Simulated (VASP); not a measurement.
# BiTe (Fm-3m) in VASP: further runs

BiTe is run at these levels: PBEsol; tasks: single point.

Everything below comes from runs of VASP 6.6.1. Logs are shortened: lines on timing, memory, paths and dates and some standing lists are left out, and cuts for length are marked.

**1. The cell of the first run**

It takes space group Fm-3m (No. 225, cubic). Conventional cell: a = 6.264 Å, b = 6.264 Å, c = 6.264 Å, α = 90.00°, β = 90.00°, γ = 90.00°. Bi (site symmetry m-3m) has 6 Te at 3.13 Å within 4.1 Å. Te (site symmetry m-3m) has 6 Bi at 3.13 Å within 4.1 Å.

**2. Single point, PBEsol (volume scaled by 0.94)**

File INCAR:

```
PREC     = Accurate       # precision mode
ENCUT    = 520            # plane-wave cutoff, eV
EDIFF    = 1E-6           # SCF threshold, eV
ISMEAR   = 0              # smearing method
SIGMA    = 0.1            # smearing width, eV
LREAL    = F              # projectors in reciprocal space
LASPH    = T              # aspherical terms in the spheres
NELM     = 60             # most SCF steps
ALGO     = Normal         # electronic algorithm
ISIF     = 2              # what is computed and relaxed
LWAVE    = F              # write WAVECAR
LCHARG   = F              # write CHGCAR
GGA      = PS             # functional
NBANDS   = 18             # bands
```

File KPOINTS:

```
Automatic mesh
0
Gamma
  12 12 12
```

File POSCAR:

```
BiTe
1.0
    0.0000000000      3.1318874776      3.1318874776
    3.1318874776      0.0000000000      3.1318874776
    3.1318874776      3.1318874776      0.0000000000
Bi Te
1 1
Direct
    0.0000000000      0.0000000000      0.0000000000
    0.5000000000      0.5000000000      0.5000000000
```

Potentials or basis: VASP PAW PBE potentials, release 64 (Bi_d, Te).

Command:

```
$ cat potpaw_PBE.64/Bi_d/POTCAR potpaw_PBE.64/Te/POTCAR > POTCAR
$ mpirun -np 1 vasp_std > vasp.out
```

OUTCAR:

```text
PREC = Accurate
   ENCUT = 520
   EDIFF = 1E-6
   ISMEAR = 0
   LREAL = F
   LASPH = T
   NELM = 60
   ISIF = 2
   GGA = PS

 ion  position               nearest neighbor table
   1  0.000  0.000  0.000-   2 3.13   2 3.13   2 3.13   2 3.13   2 3.13   2 3.13
   2  0.500  0.500  0.500-   1 3.13   1 3.13   1 3.13   1 3.13   1 3.13   1 3.13

  LATTYP: Found a face centered cubic cell.
 ALAT       =     6.2637749552

  Lattice vectors:

 A1 = (   0.0000000000,   3.1318874776,   3.1318874776)
 A2 = (   3.1318874776,   0.0000000000,   3.1318874776)
 A3 = (   3.1318874776,   3.1318874776,   0.0000000000)

Analysis of symmetry for initial positions (statically):
=====================================================================
 Subroutine PRICEL returns:
 Original cell was already a primitive cell.

 Routine SETGRP: Setting up the symmetry group for a
 face centered cubic supercell.

 Subroutine GETGRP returns: Found 48 space group operations
 (whereof 48 operations were pure point group operations)
 out of a pool of 48 trial point group operations.

The static configuration has the point symmetry O_h .

Analysis of symmetry for dynamics (positions and initial velocities):
=====================================================================
 Subroutine PRICEL returns:
 Original cell was already a primitive cell.

 Routine SETGRP: Setting up the symmetry group for a
 face centered cubic supercell.

 Subroutine GETGRP returns: Found 48 space group operations
 (whereof 48 operations were pure point group operations)
 out of a pool of 48 trial point group operations.

The dynamic configuration has the point symmetry O_h .

 Subroutine INISYM returns: Found 48 space group operations
 (whereof 48 operations are pure point group operations),
 and found     1 'primitive' translations

----------------------------------------------------------------------------------------

                                     Primitive cell

  volume of cell :      61.4396

  direct lattice vectors                    reciprocal lattice vectors
     0.000000000  3.131887478  3.131887478    -0.159648137  0.159648137  0.159648137
     3.131887478  0.000000000  3.131887478     0.159648137 -0.159648137  0.159648137
     3.131887478  3.131887478  0.000000000     0.159648137  0.159648137 -0.159648137

  length of vectors
     4.429157747  4.429157747  4.429157747     0.276518684  0.276518684  0.276518684

  position of ions in fractional coordinates (direct lattice)
     0.000000000  0.000000000  0.000000000
     0.500000000  0.500000000  0.500000000

  ion indices of the primitive-cell ions
   primitive index   ion index
                 1           1
                 2           2

----------------------------------------------------------------------------------------

 KPOINTS: Automatic mesh

Automatic generation of k-mesh.
 Grid dimensions read from file:
 generate k-points for:   12   12   12

 Generating k-lattice:

  Cartesian coordinates                     Fractional coordinates (reciprocal lattice)
    -0.013304011  0.013304011  0.013304011     0.083333333  0.000000000  0.000000000
     0.013304011 -0.013304011  0.013304011     0.000000000  0.083333333  0.000000000
     0.013304011  0.013304011 -0.013304011     0.000000000  0.000000000  0.083333333

  Length of vectors
     0.023043224  0.023043224  0.023043224

  Shift w.r.t. Gamma in fractional coordinates (k-lattice)
     0.000000000  0.000000000  0.000000000

 Subroutine IBZKPT returns following result:
 ===========================================

 Found     72 irreducible k-points:

 Following reciprocal coordinates:
            Coordinates               Weight
  0.000000  0.000000  0.000000      1.000000
  0.083333  0.000000  0.000000      8.000000
  0.166667  0.000000  0.000000      8.000000
  0.250000  0.000000  0.000000      8.000000
  0.333333  0.000000  0.000000      8.000000
  0.416667  0.000000  0.000000      8.000000
[... 16 lines left out ...]
  0.500000  0.166667  0.000000     24.000000
 -0.416667  0.166667  0.000000     24.000000
 [... further k-points ...]
   k-points           NKPTS =     72   k-points in BZ     NKDIM =     72   number of bands    NBANDS=     18
   number of dos      NEDOS =    301   number of ions     NIONS =      2
   total plane-waves  NPLWV =  46656
   dimension x,y,z NGX =    36 NGY =   36 NGZ =   36
   dimension x,y,z NGXF=    72 NGYF=   72 NGZF=   72
   ions per type =               1   1
   NGX,Y,Z   is equivalent  to a cutoff of  13.51, 13.51, 13.51 a.u.
   NGXF,Y,Z  is equivalent  to a cutoff of  27.02, 27.02, 27.02 a.u.
 SYSTEM =  unknown system
   PREC   = accura    normal or accurate (medium, high low for compatibility)
   ISTART =      0    job   : 0-new  1-cont  2-samecut
   ICHARG =      2    charge: 1-file 2-atom 10-const
   ISPIN  =      1    spin polarized calculation?
   LNONCOLLINEAR =      F non collinear calculations
   LSORBIT =      F    spin-orbit coupling
   LASPH  =      T    aspherical Exc in radial PAW
   ENCUT  =  520.0 eV  38.22 Ry    6.18 a.u.   8.24  8.24  8.24*2*pi/ulx,y,z
   NELM   =     60;   NELMIN=  2; NELMDL= -5     # of ELM steps
   EDIFF  = 0.1E-05   stopping-criterion for ELM
   LREAL  =      F    real-space projection
   EDIFFG = 0.1E-04   stopping-criterion for IOM
   NSW    =      0    number of steps for IOM
   IBRION =     -1    ionic relax: 0-MD 1-quasi-New 2-CG
   NFREE  =      0    steps in history (QN), initial steepest desc. (CG)
   ISIF   =      2    stress and relaxation
   ISYM   =      2    0-nonsym 1-usesym 2-fastsym
   POTIM  = 0.5000    time-step for ionic-motion
   TEBEG  =    0.0;   TEEND  =   0.0 temperature during run
   PSTRESS=    0.0 pullay stress
   NELECT =      21.0000    total number of electrons
   NUPDOWN=      -1.0000    fix difference up-down
   EMIN   =  10.00;   EMAX   =-10.00  energy-range for DOS
   EFERMI =   0.00;   METHOD = LEGACY
   ISMEAR =     0;   SIGMA  =   0.10  broadening in eV -4-tet -1-fermi 0-gaus
   EFERMI_NEDOS =   21; number of points for ismear=-14 and -15
   IALGO  =     38    algorithm
   IMIX   =      4    mixing-type and parameters
     AMIX     =   0.40;   BMIX     =  1.00
     AMIX_MAG =   1.60;   BMIX_MAG =  1.00
  volume/ion in A,a.u.               =      30.72       207.31
  Fermi-wavevector in a.u.,A,eV,Ry     =   1.144630  2.163037 17.826051  1.310178
  Thomas-Fermi vector in A             =   2.281321
   LORBIT       =      0    0 simple, 1 ext, 2 COOP (PROOUT), +10 PAW based schemes
   GGA     = PS    functional components
   LHFCALC =     F    Hartree Fock is set to
   AEXX    =    0.0000 exact exchange contribution
   IVDW    =     0    specifies the selected vdW correction
   LEPSILON=     F    determine dielectric tensor
   LRPA    =     F    only Hartree local field effects (RPA)
 non-spin polarized calculation
 Gauss-broadening in eV      SIGMA  =   0.10
  energy-cutoff  :      520.00
  volume of cell :       61.44
 maximum number of plane-waves:      1676
 NGX is ok and might be reduce to    36
   NGX = 17   NGY = 17   NGZ = 17

 number of electron      20.9999998 magnetization

 Free energy of the ion-electron system (eV)
  ---------------------------------------------------
  ext. energy  EPLUGINS =         0.00000000
  ---------------------------------------------------
  free energy    TOTEN  =        -7.94731944 eV

  energy without entropy =       -7.94223541  energy(sigma->0) =       -7.94477743

 E-fermi :   7.7021     XC(G=0): -10.0300

 val. band max:        7.6775863052   @ k =  -0.4167   0.2500   0.0833
 cond. band min:       7.7322146990   @ k =  -0.1667   0.2500   0.0833
 fundamental gap:      0.0546283937
 Fermi energy:         7.7021136703

 k-point     1 :       0.0000    0.0000    0.0000
  band No.  band energies     occupation
      1     -15.3949      2.00000
      2     -15.3949      2.00000
      3     -15.3836      2.00000
      4     -15.3836      2.00000
      5     -15.3836      2.00000
      6      -6.5334      2.00000
[... 10 lines left out ...]
     17      13.8856      0.00000
     18      14.2001      0.00000

 k-point     2 :       0.0833    0.0000    0.0000
  band No.  band energies     occupation
      1     -15.3953      2.00000
      2     -15.3953      2.00000
      3     -15.3834      2.00000
      4     -15.3830      2.00000
      5     -15.3830      2.00000
      6      -6.4630      2.00000
[... 10 lines left out ...]
     17      14.4624      0.00000
     18      14.6818      0.00000

 k-point     3 :       0.1667    0.0000    0.0000
  band No.  band energies     occupation
      1     -15.3965      2.00000
      2     -15.3965      2.00000
      3     -15.3829      2.00000
      4     -15.3813      2.00000
      5     -15.3813      2.00000
      6      -6.2527      2.00000
[... 10 lines left out ...]
     17      15.6741      0.00000
     18      15.9021      0.00000

 k-point     4 :       0.2500    0.0000    0.0000
  band No.  band energies     occupation
      1     -15.3984      2.00000
      2     -15.3984      2.00000
      3     -15.3823      2.00000
      4     -15.3787      2.00000
      5     -15.3787      2.00000
      6      -5.9060      2.00000
[... 375 lines left out ...]
      4     -15.3749      2.00000
      5     -15.3727      2.00000
      6      -5.0488      2.00000
[... 10 lines left out ...]
     17      16.6627      0.00000
     18      17.4446      0.00000

 k-point    23 :       0.5000    0.1667    0.0000
  band No.  band energies     occupation
      1     -15.4063      2.00000
      2     -15.3985      2.00000
      3     -15.3808      2.00000
      4     -15.3745      2.00000
      5     -15.3720      2.00000
      6      -4.4695      2.00000
[... 10 lines left out ...]
     17      16.6714      0.00000
     18      17.4828      0.00000

 k-point    24 :      -0.4167    0.1667    0.0000
  band No.  band energies     occupation
      1     -15.4050      2.00000
      2     -15.4001      2.00000
      3     -15.3796      2.00000
      4     -15.3746      2.00000
      5     -15.3727      2.00000
      6      -4.2457      2.00000
[... 10 lines left out ...]
     17      17.5018      0.00000
     18      18.6836      0.00000

 [... further k-points ...]

------------------------ aborting loop because EDIFF is reached ----------------------------------------

  FORCE on cell =-STRESS in cart. coord.  units (eV):
  Direction    XX          YY          ZZ          XY          YZ          ZX
  --------------------------------------------------------------------------------------
  -------------------------------------------------------------------------------------
  Total        1.4867854      1.4867854      1.4867854     -0.0000000     -0.0000000      0.0000000
  in kB       38.7713057     38.7713057     38.7713057     -0.0000000     -0.0000000      0.0000000
  external PRESSURE =      38.7713057 kB  Pullay stress =       0.0000000 kB

 VOLUME and BASIS-vectors are now :
 -----------------------------------------------------------------------------
  energy-cutoff  :      520.00
  volume of cell :       61.44
      direct lattice vectors                 reciprocal lattice vectors
     0.000000000  3.131887478  3.131887478    -0.159648137  0.159648137  0.159648137
     3.131887478  0.000000000  3.131887478     0.159648137 -0.159648137  0.159648137
     3.131887478  3.131887478  0.000000000     0.159648137  0.159648137 -0.159648137

 POSITION                                       TOTAL-FORCE (eV/Angst)
 -----------------------------------------------------------------------------------
      0.00000      0.00000      0.00000        -0.000000     -0.000000      0.000000
      3.13189      3.13189      3.13189         0.000000      0.000000     -0.000000
 -----------------------------------------------------------------------------------
    total drift:                               -0.000000      0.000000      0.000000

  FREE ENERGIE OF THE ION-ELECTRON SYSTEM (eV)
  ---------------------------------------------------
  free  energy   TOTEN  =        -7.9473194440 eV

  energy  without entropy=       -7.9422354131  energy(sigma->0) =       -7.94477743
```

Wall time 25 s (1 thread of Intel Xeon 6975P-C (Granite Rapids), shared host); peak memory 0.25 GiB.

Results:

```yaml
Free_energy: -7.9473 eV
Pressure: 3.9 GPa
```

Caveat: the cell differs from its parent crystal (volume scaled by 0.94); the PAW data sets were made with another functional, which shifts forces and pressure a little; spin-orbit coupling is left out, which moves the levels of the heavy elements.

**3. Single point, PBEsol (volume scaled by 0.97)**

File INCAR:

```
PREC     = Accurate       # precision mode
ENCUT    = 520            # plane-wave cutoff, eV
EDIFF    = 1E-6           # SCF threshold, eV
ISMEAR   = 0              # smearing method
SIGMA    = 0.1            # smearing width, eV
LREAL    = False          # projectors in reciprocal space
LASPH    = True           # aspherical terms in the spheres
NELM     = 60             # most SCF steps
ALGO     = Normal         # electronic algorithm
ISIF     = 2              # what is computed and relaxed
LWAVE    = False          # write WAVECAR
LCHARG   = True           # write CHGCAR
GGA      = PS             # functional
LELF     = True           # ELF
LVHAR    = True         
NBANDS   = 18             # bands
```

KPOINTS is that of step 2.

File POSCAR:

```
BiTe
1.0
    0.0000000000      3.1648571370      3.1648571370
    3.1648571370      0.0000000000      3.1648571370
    3.1648571370      3.1648571370      0.0000000000
Bi Te
1 1
Direct
    0.0000000000      0.0000000000      0.0000000000
    0.5000000000      0.5000000000      0.5000000000
```

Potentials or basis: VASP PAW PBE potentials, release 64 (Bi_d, Te).

Command:

```
$ cat potpaw_PBE.64/Bi_d/POTCAR potpaw_PBE.64/Te/POTCAR > POTCAR
$ mpirun -np 1 vasp_std > vasp.out
```

Wall time 27 s (1 thread of Intel Xeon 6975P-C (Granite Rapids), shared host); peak memory 0.25 GiB.

It converged, with:

- Free energy: -7.9819 eV
- Pressure: 1.8 GPa

Levels at points of the mesh, in eV from the Fermi level:
```tsv
k point	band 8	band 9	band 10	band 11	band 12	band 13
(0.00, 0.00, 0.00)	-2.69	-2.69	-2.69	2.31	2.31	2.31
(0.50, 0.00, 0.00)	-2.02	-2.02	-1.56	-0.87	-0.72	-0.72
(0.50, 0.50, 0.00)	-6.12	-4.31	-4.31	1.95	3.93	3.93
```

Caveat: the cell differs from its parent crystal (volume scaled by 0.97); the PAW data sets were made with another functional, which shifts forces and pressure a little; spin-orbit coupling is left out, which moves the levels of the heavy elements.

**4. Single point, PBEsol**

This run uses another cell than the first one, of 32.68 Å³/atom, 1.064 times its volume.

File INCAR:

```
SYSTEM = BiTe
ALGO     = Normal         ! electronic algorithm
EDIFF    = 1E-6           ! SCF threshold, eV
ENCUT    = 520            ! plane-wave cutoff, eV
GGA      = PS             ! functional
ISIF     = 2              ! what is computed and relaxed
ISMEAR   = 0              ! smearing method
LASPH    = .True.         ! aspherical terms in the spheres
LCHARG   = .False.        ! write CHGCAR
LREAL    = .False.        ! projectors in reciprocal space
LWAVE    = .False.        ! write WAVECAR
NBANDS   = 18             ! bands
NELM     = 80             ! most SCF steps
PREC     = Accurate       ! precision mode
SIGMA    = 0.1            ! smearing width, eV
```

File KPOINTS:

```
k-points
0
Gamma
  12 12 12
  0 0 0
```

File POSCAR:

```
BiTe
1.0
    0.0000000000      3.1971538283      3.1971538283
    3.1971538283      0.0000000000      3.1971538283
    3.1971538283      3.1971538283      0.0000000000
Bi Te
1 1
Direct
    0.0000000000      0.0000000000      0.0000000000
    0.5000000000      0.5000000000      0.5000000000
```

Potentials or basis: VASP PAW PBE potentials, release 64 (Bi_d, Te).

Command:

```
$ cat potpaw_PBE.64/Bi_d/POTCAR potpaw_PBE.64/Te/POTCAR > POTCAR
$ mpirun -np 1 vasp_std > vasp.out
```

OUTCAR:

```text
SYSTEM = BiTe
   EDIFF = 1E-6
   ENCUT = 520
   GGA = PS
   ISIF = 2
   ISMEAR = 0
   LASPH = .True.
   LREAL = .False.
   NELM = 80
   PREC = Accurate

 ion  position               nearest neighbor table
   1  0.000  0.000  0.000-   2 3.20   2 3.20   2 3.20   2 3.20   2 3.20   2 3.20
   2  0.500  0.500  0.500-   1 3.20   1 3.20   1 3.20   1 3.20   1 3.20   1 3.20

  LATTYP: Found a face centered cubic cell.
 ALAT       =     6.3943076566

  Lattice vectors:

[... 693 lines left out ...]

  FORCE on cell =-STRESS in cart. coord.  units (eV):
  Direction    XX          YY          ZZ          XY          YZ          ZX
  --------------------------------------------------------------------------------------
  -------------------------------------------------------------------------------------
  Total       -0.0065521     -0.0065521     -0.0065521      0.0000000      0.0000000      0.0000000
  in kB       -0.1606093     -0.1606093     -0.1606093      0.0000000      0.0000000      0.0000000
  external PRESSURE =      -0.1606093 kB  Pullay stress =       0.0000000 kB

 VOLUME and BASIS-vectors are now :
 -----------------------------------------------------------------------------
  energy-cutoff  :      520.00
  volume of cell :       65.36
      direct lattice vectors                 reciprocal lattice vectors
     0.000000000  3.197153828  3.197153828    -0.156389097  0.156389097  0.156389097
     3.197153828  0.000000000  3.197153828     0.156389097 -0.156389097  0.156389097
     3.197153828  3.197153828  0.000000000     0.156389097  0.156389097 -0.156389097

 POSITION                                       TOTAL-FORCE (eV/Angst)
 -----------------------------------------------------------------------------------
      0.00000      0.00000      0.00000        -0.000000      0.000000     -0.000000
      3.19715      3.19715      3.19715         0.000000      0.000000      0.000000
 -----------------------------------------------------------------------------------
    total drift:                               -0.000000      0.000000      0.000000

  FREE ENERGIE OF THE ION-ELECTRON SYSTEM (eV)
  ---------------------------------------------------
  free  energy   TOTEN  =        -7.9928411961 eV

  energy  without entropy=       -7.9871602342  energy(sigma->0) =       -7.99000072
```

Wall time 25 s (1 thread of Intel Xeon 6975P-C (Granite Rapids), shared host); peak memory 0.25 GiB.

What came out:

* Free energy: -7.9928 eV
* Pressure: 0.0 GPa

Caveat: the PAW data sets were made with another functional, which shifts forces and pressure a little; spin-orbit coupling is left out, which moves the levels of the heavy elements.

**5. The runs side by side**

```tsv
cell	gap on the mesh (eV)	pressure (GPa)
a = 4.429 Å, angles 60.0°, 2 atoms	none	3.9
a = 4.476 Å, angles 60.0°, 2 atoms	none	1.8
a = 4.521 Å, angles 60.0°, 2 atoms	none	0.0
```

Alike in all rows: task single point; level PBEsol; potentials or basis VASP PAW PBE potentials, release 64 (Bi_d, Te); no spin polarisation; k mesh 12 × 12 × 12; cutoff (eV) 520; smearing gaussian 0.1 eV.

Caveats: the PAW data sets were made with another functional, which shifts forces and pressure a little; spin-orbit coupling is left out, which moves the levels of the heavy elements.

Absolute energies hang on the potentials; compare differences alone.
